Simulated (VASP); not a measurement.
# MoS2: single point with r2SCAN

MoS2:

```
CELL_PARAMETERS angstrom
3.29994 0.00000 0.00000
-1.64997 2.85783 0.00000
0.00000 0.00000 12.23965
ATOMIC_POSITIONS crystal
Mo 0.33333 0.66667 0.25000
Mo 0.66667 0.33333 0.75000
S 0.66667 0.33333 0.37398
S 0.66667 0.33333 0.12602
S 0.33333 0.66667 0.87398
S 0.33333 0.66667 0.62602
```

This cell differs from its parent crystal: epitaxial xy strain +4.0%.

| Quantity | Value |
| --- | --- |
| Program | VASP 6.6.1 |
| Task | single point |
| Functional | r2SCAN |
| Potentials or basis | VASP PAW PBE potentials, release 64 (Mo_sv, S) |
| Cutoff | 520 eV |
| k mesh | 12 × 12 × 2 |
| Occupations | gaussian, width 0.01 eV |
| Spin | no spin polarisation |
| Dipole correction | no |
| Further INCAR settings | ALGO = Normal; EDIFF = 1e-07; NBANDS = 35 |

The pressure is -5.6 GPa, the largest force is 0.049 eV/Å and the band gap on the k mesh is 0.34 eV, indirect (least direct gap 1.35 eV).

Forces on the atoms (eV/Å):
```
Mo   0.000  0.000  0.000
Mo   0.000  0.000  0.000
S    0.000  0.000 -0.049
S    0.000  0.000  0.049
S    0.000  0.000 -0.049
S    0.000  0.000  0.049
```

Stress tensor (GPa, compression positive):
```
-8.89  0.00  0.00
 0.00 -8.89  0.00
 0.00  0.00  0.98
```

Levels at points of the mesh, in eV from the valence-band top:
```
           k point  band 24  band 25  band 26  band 27  band 28  band 29
(0.00, 0.00, 0.00)    -1.18    -0.90     0.00     1.70     1.70     1.73
(0.50, 0.00, 0.00)    -2.30    -1.61    -1.42     1.01     1.07     1.46
(0.00, 0.00, 0.50)    -2.43    -0.21    -0.21     1.71     1.71     1.71
(0.50, 0.00, 0.50)    -2.39    -1.50    -1.50     1.04     1.04     1.53
```

Run time: 11 min on 1 thread of Intel Xeon 6975P-C (shared host), peak memory 0.36 GiB.

Caveat: the cell differs from its parent crystal (epitaxial xy strain +4.0%); the PAW data sets were made with another functional, which shifts forces and pressure a little. A k mesh can miss the band edges.
